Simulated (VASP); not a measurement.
# MgO (Ibam) in VASP: single point with PBE

Aim: the single point of MgO with PBE.

Everything below comes from runs of VASP 6.6.1. Logs are shortened: lines on timing, memory, paths and dates and some standing lists are left out, and cuts for length are marked.

**1. The cell of the first run**

It takes space group Ibam (No. 72, orthorhombic). The conventional cell has a = 6.123 Å, b = 14.403 Å, c = 4.159 Å, α = 90.00°, β = 90.00°, γ = 90.00°. Within 2.7 Å of Mg (site symmetry m) lie 5 O at 2.01 to 2.08 Å. Within 2.6 Å of Mg (site symmetry m) lie 5 O at 1.99 to 2.08 Å. Within 2.7 Å of O (site symmetry m) lie 5 Mg at 2.01 to 2.08 Å. O (site symmetry m) has 5 Mg at 1.99 to 2.08 Å within 2.6 Å.

**2. Single point, PBE**

The input, INCAR:

```
SYSTEM = MgO
PREC = Accurate
ENCUT = 520
EDIFF = 1E-6
ISMEAR = -1
SIGMA = 0.02
LREAL = Auto
LASPH = .True.
NELM = 100
ALGO = Normal
ISIF = 2
LWAVE = .False.
LCHARG = .True.
GGA = PE
LELF = .True.
LVHAR = .True.
NBANDS = 46
```

The input, KPOINTS:

```
regular mesh
0
Gamma
  8 8 8
  0 0 0
```

The input, POSCAR:

```
MgO
1.0
   -3.0616139218      7.2015716342      2.0796578368
    3.0616139218     -7.2015716342      2.0796578368
    3.0616139218      7.2015716342     -2.0796578368
Mg O
8 8
Direct
    0.9293348292      0.6661833862      0.5955182154
    0.0706651708      0.3338166138      0.4044817846
    0.5706651708      0.1661833862      0.7368485570
    0.4293348292      0.8338166138      0.2631514430
    0.3101516315      0.3358036100      0.6459552415
    0.6898483685      0.6641963900      0.3540447585
    0.1898483685      0.8358036100      0.0256519785
    0.8101516315      0.1641963900      0.9743480215
    0.8099189792      0.8352181589      0.6451371381
    0.1900810208      0.1647818411      0.3548628619
    0.6900810208      0.3352181589      0.0252991796
    0.3099189792      0.6647818411      0.9747008204
    0.4293375933      0.1702250556      0.5995626489
    0.5706624067      0.8297749444      0.4004373511
    0.0706624067      0.6702250556      0.7408874623
    0.9293375933      0.3297749444      0.2591125377
```

Potentials or basis: VASP PAW PBE potentials, release 64 (Mg, O).

On the command line:

```
> cat potpaw_PBE.64/Mg/POTCAR potpaw_PBE.64/O/POTCAR > POTCAR
> mpirun -np 1 vasp_std > vasp.out
```

OUTCAR:

```text
SYSTEM = MgO
   PREC = Accurate
   ENCUT = 520
   EDIFF = 1E-6
   ISMEAR = -1
   LREAL = Auto
   LASPH = .True.
   NELM = 100
   ISIF = 2
   GGA = PE

 ion  position               nearest neighbor table
   1  0.929  0.666  0.596-   9 2.01  15 2.04  16 2.06  13 2.08  13 2.08   2 2.88   5 2.89   5 2.89
                             4 2.91   4 2.91   3 2.91   3 2.91   6 3.45   8 3.50   8 3.52
   2  0.071  0.334  0.404-  10 2.01  16 2.04  15 2.06  14 2.08  14 2.08   1 2.88   6 2.89   6 2.89
                             3 2.91   3 2.91   4 2.91   4 2.91   5 3.45   7 3.50   7 3.52
   3  0.571  0.166  0.737-  11 2.01  13 2.04  14 2.06  15 2.08  15 2.08   4 2.88   7 2.89   7 2.89
                             2 2.91   2 2.91   1 2.91   1 2.91   8 3.45   6 3.50   6 3.52
   4  0.429  0.834  0.263-  12 2.01  14 2.04  13 2.06  16 2.08  16 2.08   3 2.88   8 2.89   8 2.89
                             1 2.91   1 2.91   2 2.91   2 2.91   7 3.45   5 3.50   5 3.52
   5  0.310  0.336  0.646-  13 1.99  12 2.01  10 2.02   9 2.08   9 2.08   1 2.89   1 2.89   8 2.89
                             8 2.89   6 2.90   6 2.90   2 3.45   4 3.50   7 3.52   7 3.52   4 3.52
   6  0.690  0.664  0.354-  14 1.99  11 2.01   9 2.02  10 2.08  10 2.08   2 2.89   2 2.89   7 2.89
                             7 2.89   5 2.90   5 2.90   1 3.45   3 3.50   8 3.52   8 3.52   3 3.52
   7  0.190  0.836  0.026-  15 1.99  10 2.01  12 2.02  11 2.08  11 2.08   3 2.89   3 2.89   6 2.89
                             6 2.89   8 2.90   8 2.90   4 3.45   2 3.50   5 3.52   5 3.52   2 3.52
   8  0.810  0.164  0.974-  16 1.99   9 2.01  11 2.02  12 2.08  12 2.08   4 2.89   4 2.89   5 2.89
                             5 2.89   7 2.90   7 2.90   3 3.45   1 3.50   6 3.52   6 3.52   1 3.52
   9  0.810  0.835  0.645-   1 2.01   8 2.01   6 2.02   5 2.08   5 2.08
  10  0.190  0.165  0.355-   2 2.01   7 2.01   5 2.02   6 2.08   6 2.08
  11  0.690  0.335  0.025-   3 2.01   6 2.01   8 2.02   7 2.08   7 2.08
  12  0.310  0.665  0.975-   4 2.01   5 2.01   7 2.02   8 2.08   8 2.08
  13  0.429  0.170  0.600-   5 1.99   3 2.04   4 2.06   1 2.08   1 2.08
  14  0.571  0.830  0.400-   6 1.99   4 2.04   3 2.06   2 2.08   2 2.08
  15  0.071  0.670  0.741-   7 1.99   1 2.04   2 2.06   3 2.08   3 2.08
  16  0.929  0.330  0.259-   8 1.99   2 2.04   1 2.06   4 2.08   4 2.08

  LATTYP: Found a body centered orthorhombic cell.
 ALAT       =     4.1593156736
 B/A-ratio  =     1.4721719446
 C/A-ratio  =     3.4628637013

  Lattice vectors:

 A1 = (   3.0616139218,  -7.2015716342,   2.0796578368)
 A2 = (  -3.0616139218,  -7.2015716342,  -2.0796578368)
 A3 = (   3.0616139218,   7.2015716342,  -2.0796578368)

Analysis of symmetry for initial positions (statically):
=====================================================================
 Subroutine PRICEL returns:
 Original cell was already a primitive cell.

 Routine SETGRP: Setting up the symmetry group for a
 body centered orthorhombic supercell.

 Subroutine GETGRP returns: Found  8 space group operations
 (whereof  4 operations were pure point group operations)
[... 161 lines left out ...]
   ISMEAR =    -1;   SIGMA  =   0.02  broadening in eV -4-tet -1-fermi 0-gaus
   EFERMI_NEDOS =   21; number of points for ismear=-14 and -15
   IALGO  =     38    algorithm
   IMIX   =      4    mixing-type and parameters
     AMIX     =   0.40;   BMIX     =  1.00
     AMIX_MAG =   1.60;   BMIX_MAG =  1.00
  volume/ion in A,a.u.               =      11.46        77.36
  Fermi-wavevector in a.u.,A,eV,Ry     =   1.152546  2.177996 18.073468  1.328362
  Thomas-Fermi vector in A             =   2.289196
   LORBIT       =      0    0 simple, 1 ext, 2 COOP (PROOUT), +10 PAW based schemes
   GGA     = PE    functional components
   LHFCALC =     F    Hartree Fock is set to
   AEXX    =    0.0000 exact exchange contribution
   IVDW    =     0    specifies the selected vdW correction
   LEPSILON=     F    determine dielectric tensor
   LRPA    =     F    only Hartree local field effects (RPA)
 non-spin polarized calculation
  energy-cutoff  :      520.00
  volume of cell :      183.41
 maximum number of plane-waves:      4972
   NGX = 31   NGY = 31   NGZ = 31

 number of electron      64.0000005 magnetization

 Free energy of the ion-electron system (eV)
  ---------------------------------------------------
  ext. energy  EPLUGINS =         0.00000000
  ---------------------------------------------------
  free energy    TOTEN  =       -94.01960196 eV

  energy without entropy =      -94.01960196  energy(sigma->0) =      -94.01960196

 E-fermi :   2.1190     XC(G=0):  -9.7865

 val. band max:        1.7030175463   @ k =   0.0000   0.0000   0.0000
 cond. band min:       4.8938141828   @ k =   0.0000   0.0000   0.0000
 fundamental gap:      3.1907966365
 Fermi energy:         2.1189619679

 k-point     1 :       0.0000    0.0000    0.0000
  band No.  band energies     occupation
      1     -15.1983      2.00000
      2     -14.5355      2.00000
      3     -14.4975      2.00000
      4     -14.3979      2.00000
      5     -14.2610      2.00000
      6     -13.9659      2.00000
[... 1117 lines left out ...]
     43      12.8736      0.00000
     44      13.2663      0.00000

 [... further k-points ...]

 [bands above 44 left out]

------------------------ aborting loop because EDIFF is reached ----------------------------------------

  FORCE on cell =-STRESS in cart. coord.  units (eV):
  Direction    XX          YY          ZZ          XY          YZ          ZX
  --------------------------------------------------------------------------------------
  -------------------------------------------------------------------------------------
  Total        3.9380671      4.2351945      4.7298542     -0.0000000      0.0000000      0.0000000
  in kB       34.4004486     36.9959646     41.3169971     -0.0000000      0.0000000      0.0000000
  external PRESSURE =      37.5711367 kB  Pullay stress =       0.0000000 kB

 VOLUME and BASIS-vectors are now :
 -----------------------------------------------------------------------------
  energy-cutoff  :      520.00
  volume of cell :      183.41
      direct lattice vectors                 reciprocal lattice vectors
    -3.061613922  7.201571634  2.079657837     0.000000000  0.069429289  0.240424166
     3.061613922 -7.201571634  2.079657837     0.163312558  0.000000000  0.240424166
     3.061613922  7.201571634 -2.079657837     0.163312558  0.069429289  0.000000000

 POSITION                                       TOTAL-FORCE (eV/Angst)
 -----------------------------------------------------------------------------------
      1.01758      6.18377      2.07966         0.028156     -0.008972     -0.000000
      2.04404      1.01780      0.00000        -0.028156      0.008972      0.000000
      1.01758      8.21937     -0.00000         0.028156      0.008972      0.000000
      2.04404     -1.01780      2.07966        -0.028156     -0.008972      0.000000
      2.05620      4.46716      0.00000         0.003864     -0.006383      0.000000
      1.00541      2.73441      2.07966        -0.003864      0.006383     -0.000000
[... 8 lines left out ...]
      4.10394      1.01776      0.00000         0.086999      0.004979     -0.000000
     -1.04233      6.18381      2.07966        -0.086999     -0.004979      0.000000
 -----------------------------------------------------------------------------------
    total drift:                                0.000000     -0.000000     -0.000000

  FREE ENERGIE OF THE ION-ELECTRON SYSTEM (eV)
  ---------------------------------------------------
  free  energy   TOTEN  =       -94.0196019567 eV

  energy  without entropy=      -94.0196019567  energy(sigma->0) =      -94.01960196
```

OSZICAR:

```text
N       E                     dE             d eps       ncg     rms          rms(c)
DAV:   1     0.358935768227E+03    0.35894E+03   -0.30587E+04  8748   0.125E+03
DAV:   2    -0.793596266288E+02   -0.43830E+03   -0.41970E+03 11214   0.273E+02
DAV:   3    -0.110437865554E+03   -0.31078E+02   -0.30901E+02 10752   0.770E+01
DAV:   4    -0.110735960109E+03   -0.29809E+00   -0.29773E+00 10432   0.849E+00
DAV:   5    -0.110739027354E+03   -0.30672E-02   -0.30666E-02 10552   0.847E-01    0.225E+01
DAV:   6    -0.944052017538E+02    0.16334E+02   -0.66132E+01 10194   0.348E+01    0.717E+00
DAV:   7    -0.941632671324E+02    0.24193E+00   -0.12257E+00  9974   0.499E+00    0.438E+00
DAV:   8    -0.940196549645E+02    0.14361E+00   -0.49975E-01 10476   0.461E+00    0.890E-01
DAV:   9    -0.940165298761E+02    0.31251E-02   -0.11419E-01 10466   0.151E+00    0.375E-01
DAV:  10    -0.940191200064E+02   -0.25901E-02   -0.88861E-03  9730   0.484E-01    0.910E-02
DAV:  11    -0.940194871579E+02   -0.36715E-03   -0.87733E-04 10010   0.143E-01    0.315E-02
DAV:  12    -0.940195971067E+02   -0.10995E-03   -0.17872E-04  9778   0.680E-02    0.244E-02
DAV:  13    -0.940196007943E+02   -0.36876E-05   -0.99010E-06 10288   0.250E-02    0.188E-02
DAV:  14    -0.940196016824E+02   -0.88810E-06   -0.37321E-05  9778   0.345E-02    0.401E-03
DAV:  15    -0.940196019567E+02   -0.27430E-06   -0.39776E-06  9738   0.115E-02
   1 F= -.94019602E+02 E0= -.94019602E+02  d E =-.401479E-11
```

stdout:

```text
POSCAR found type information on POSCAR MgO
 POSCAR found :  2 types and      16 ions
 scaLAPACK will be used
 LDA part: xc-table for (Slater+PW92), standard interpolation
 POSCAR, INCAR and KPOINTS ok, starting setup
 FFT: planning ... GRIDC
 FFT: planning ... GRID_SOFT
 FFT: planning ... GRID
 WAVECAR not read
 entering main loop
```

Run time: 42 min. Hardware: 1 thread of Intel Xeon Platinum 8124M at 3.00GHz (Skylake/Cascade Lake), shared host; peak memory 0.8 GiB.

Results:

```
Free energy            : -94.0196 eV
Pressure               : 3.8 GPa
Largest force          : 0.087 eV/Å
Band gap on the k mesh : 3.19 eV
```

Forces on the atoms (eV/Å):
```
Mg   0.028 -0.009  0.000
Mg  -0.028  0.009  0.000
Mg   0.028  0.009  0.000
Mg  -0.028 -0.009  0.000
Mg   0.004 -0.006  0.000
Mg  -0.004  0.006  0.000
Mg   0.004  0.006  0.000
Mg  -0.004 -0.006  0.000
O    0.009  0.011  0.000
O   -0.009 -0.011  0.000
O    0.009 -0.011  0.000
O   -0.009  0.011  0.000
O    0.087 -0.005  0.000
O   -0.087  0.005  0.000
O    0.087  0.005  0.000
O   -0.087 -0.005  0.000
```

Caveat: the cell stands under pressure.
